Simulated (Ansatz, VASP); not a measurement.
**Two plane-wave programs on Al2Cu**

File INCAR:

```
SYSTEM = Al2Cu
  ALGO = Fast
  EDIFF = 1E-6
  ENCUT = 520
  GGA = PE
  ISIF = 2
  ISMEAR = 0
  LASPH = .True.
  LCHARG = .False.
  LREAL = .False.
  LWAVE = .False.
  NBANDS = 16
  NELM = 80
  PREC = Accurate
  SIGMA = 0.15
```

File KPOINTS:

```
k-points
0
Gamma
  14 14 14
  0 0 0
```

The input POSCAR:

```
Al2Cu
1.0
   -2.1979455184      2.1979455184      2.6890032877
    2.1979455184     -2.1979455184      2.6890032877
    2.0343774798      2.0343774798     -2.6890032877
Al Cu
2 1
Direct
    0.7500000000      0.2500000000      0.5000000000
    0.2500000000      0.7500000000      0.5000000000
    0.5000000000      0.5000000000      0.0000000000
```

Input for Ansatz:

```yaml
crystal:
  lattice:
    - [-2.1979455184, 2.1979455184, 2.6890032877]
    - [2.1979455184, -2.1979455184, 2.6890032877]
    - [2.0343774798, 2.0343774798, -2.6890032877]
  atoms:
    - { symbol: Al, position: [0.75, 0.25, 0.5] }
    - { symbol: Al, position: [0.25, 0.75, 0.5] }
    - { symbol: Cu, position: [0.5, 0.5, 0.0] }
basis:
  ecutwfc: 520.0
kpoints:
  mp_grid: { grid: [14, 14, 14] }
hamiltonian:
  xc: pbe
  pseudopotentials: { kind: paw, azcp: { folder: soft_1 } }
scf:
  occupations: { method: gaussian, width: 0.15 }
output:
  forces: true
  stress: true
  eigenvalues: true
```

Change from the starting cell: strain +e along x and -e along y -0.0400, strain +e along z and -e/2 along x and y -0.0700.

Alike in both runs: task single point; functional PBE; k mesh 14 × 14 × 14; occupations gaussian, width 0.15 eV; no spin polarisation.

```csv
,VASP,Ansatz
version,VASP 6.6.1,Ansatz 0.2.0
potentials or method,"VASP PAW PBE potentials, release 64 (Al, Cu), cutoff 520 eV","scalar-relativistic, plane waves, PAW"
valence electrons in the cell,17,25
```

```csv
,VASP,Ansatz,Ansatz less VASP
gap on the k mesh at the Fermi level (eV),none,none,-
pressure (GPa),1.8,1.4,-0.34
"traceless stress, the component that is largest in VASP (GPa)",7.24,7.35,+0.108
```

A gap of «none» marks a metal or a gap that the smearing closes. The functional is the same, so the differences come from potentials, cutoffs and numerics. VASP's potentials hold 17 valence electrons a cell and Ansatz's 25, so a difference there can come from the potentials and not from the codes.
